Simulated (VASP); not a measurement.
## CoSi2: single point with PBE

The system is CoSi2.

```
CELL_PARAMETERS angstrom
0.00000 2.67800 2.67800
5.35600 0.00000 5.35600
2.67800 2.67800 0.00000
ATOMIC_POSITIONS crystal
Co 0.00000 0.00000 0.00000
Co 0.00000 0.50000 0.00000
Si 0.25000 0.12500 0.25000
Si 0.75000 0.37500 0.75000
Si 0.25000 0.62500 0.25000
Si 0.75000 0.87500 0.75000
```

```json
{
 "Program": "VASP 6.6.1",
 "Task": "single point",
 "Functional": "PBE",
 "Potentials or basis": "VASP PAW PBE potentials, release 64 (Co, Si)",
 "Cutoff": "520 eV",
 "k mesh": "8 × 8 × 8, shifted",
 "Occupations": "fermi-dirac, width 0.1 eV",
 "Spin": "no spin polarisation"
}
```

```json
{
 "Pressure": "0.3 GPa",
 "Band gap on the k mesh": "zero (band 17 reaches 12.52 eV, above the bottom of band 18 at 9.30 eV)"
}
```

Levels at points of the mesh, in eV from the Fermi level:
```csv
k point,band 13,band 14,band 15,band 16,band 17,band 18,band 19,band 20,band 21,band 22
"(0.06, 0.06, 0.06)",-1.65,-0.60,-0.46,0.82,2.43,2.49,2.59,3.24,3.51,3.57
```

It took 29 min on 1 thread of Oxide Virtual Turin-like Processor (shared host), peak memory 1.2 GiB.

Spin polarisation is off, so any magnetic state and its effect on volume and gap are missing.
